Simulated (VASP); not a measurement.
HfN, 2 atoms in the cell. The structure is cubic, space group Pm-3m (No. 221). Conventional cell: a = 3.203 Å, b = 3.203 Å, c = 3.203 Å, α = 90.00°, β = 90.00°, γ = 90.00°. Hf (site symmetry m-3m) has 8 N at 2.77 Å and 6 Hf at 3.20 Å within 3.7 Å. N (site symmetry m-3m) has 8 Hf at 2.77 Å and 6 N at 3.20 Å within 3.7 Å. 

- Program: VASP 6.6.1
- Task: single point
- Functional: PBE
- Potentials or basis: VASP PAW PBE potentials, release 64 (Hf_pv, N)
- Cutoff: 520 eV
- k mesh: 6 × 6 × 6
- Occupations: gaussian, width 0.1 eV
- Spin: no spin polarisation
- Dipole correction: no
- Further INCAR settings: ALGO = Normal; EDIFF = 1e-07; NBANDS = 14

Potentials or basis: VASP PAW PBE potentials, release 64 (Hf_pv, N).

Command:

```console
$ cat potpaw_PBE.64/Hf_pv/POTCAR potpaw_PBE.64/N/POTCAR > POTCAR
$ mpirun -np 1 vasp_std > vasp.out
```

Hardware: 1 thread of Intel(R) Xeon(R) Platinum 8488C (Sapphire Rapids), with other jobs on the host.

Question: Estimate the wall time of this run.

Answer: Run time: 6.6 s on 1 thread of Intel(R) Xeon(R) Platinum 8488C (Sapphire Rapids), on a shared host, peak memory 0.13 GiB. Counts: scf iterations 17, k points 20.
